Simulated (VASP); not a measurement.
Set up this calculation in VASP 6.6.1, as the native input.

```
Task                   : single point
Functional             : r2SCAN
Potentials or basis    : VASP PAW PBE potentials, release 64 (Ba_sv, Zr_sv, O_h)
Cutoff                 : 1480 eV
k mesh                 : 6 × 6 × 6
Occupations            : gaussian, width 0.01 eV
Spin                   : no spin polarisation
Dipole correction      : no
Further INCAR settings : ALGO = Normal; EDIFF = 1e-06; NBANDS = 28
```

The system is BaZrO3.

```xyz
5
Lattice="4.1502 0.0000 0.0000 0.0000 4.1502 0.0000 0.0000 0.0000 4.1502" Properties=species:S:1:pos:R:3 pbc="T T T"
Ba    0.0000    0.0000    0.0000
Zr    2.0751    2.0751    2.0751
O     0.0000    2.0751    2.0751
O     2.0751    0.0000    2.0751
O     2.0751    2.0751    0.0000
```

One way to write it, as run:

POSCAR

```
BaZrO3
1.0
    4.1502172144      0.0000000000      0.0000000000
    0.0000000000      4.1502172144      0.0000000000
    0.0000000000      0.0000000000      4.1502172144
Ba Zr O
1 1 3
Direct
    0.0000000000      0.0000000000      0.0000000000
    0.5000000000      0.5000000000      0.5000000000
    0.0000000000      0.5000000000      0.5000000000
    0.5000000000      0.0000000000      0.5000000000
    0.5000000000      0.5000000000      0.0000000000
```

INCAR.step1

```
ALGO = Normal
EDIFF = 1E-5
ENCUT = 1480
GGA = PE
GGA_COMPAT = F
ISMEAR = 0
LASPH = T
LCHARG = F
LREAL = F
LWAVE = T
NBANDS = 28
NELM = 120
PREC = Accurate
SIGMA = 0.01
```

INCAR.step2

```
ALGO = Normal
EDIFF = 1E-6
ENCUT = 1480
GGA_COMPAT = F
ISIF = 2
ISMEAR = 0
ISTART = 1
LASPH = T
LCHARG = F
LMIXTAU = T
LREAL = F
LWAVE = F
METAGGA = R2SCAN
NBANDS = 28
NELM = 120
PREC = Accurate
SIGMA = 0.01
```

KPOINTS

```
k-points
0
Gamma
  6 6 6
```

Potentials or basis: VASP PAW PBE potentials, release 64 (Ba_sv, Zr_sv, O_h).

Run with:

```bash
$ cat potpaw_PBE.64/Ba_sv/POTCAR potpaw_PBE.64/Zr_sv/POTCAR potpaw_PBE.64/O_h/POTCAR > POTCAR
$ cp INCAR.step1 INCAR
$ mpirun -np 1 vasp_std > vasp.out
$ cp INCAR.step2 INCAR
$ mpirun -np 1 vasp_std > vasp.out
```

It gave:

```json
{
 "Pressure": "8.1 GPa",
 "Band gap on the k mesh": "3.79 eV (least direct gap 3.99 eV)"
}
```

Caveat: the cell stands under pressure; the PAW data sets were made with another functional, which shifts forces and pressure a little; spin-orbit coupling is left out, which moves the levels of the heavy elements.

It took 9.5 min on 1 thread of Intel(R) Xeon(R) Platinum 8559C (Emerald Rapids), on a shared host, peak memory 0.58 GiB.
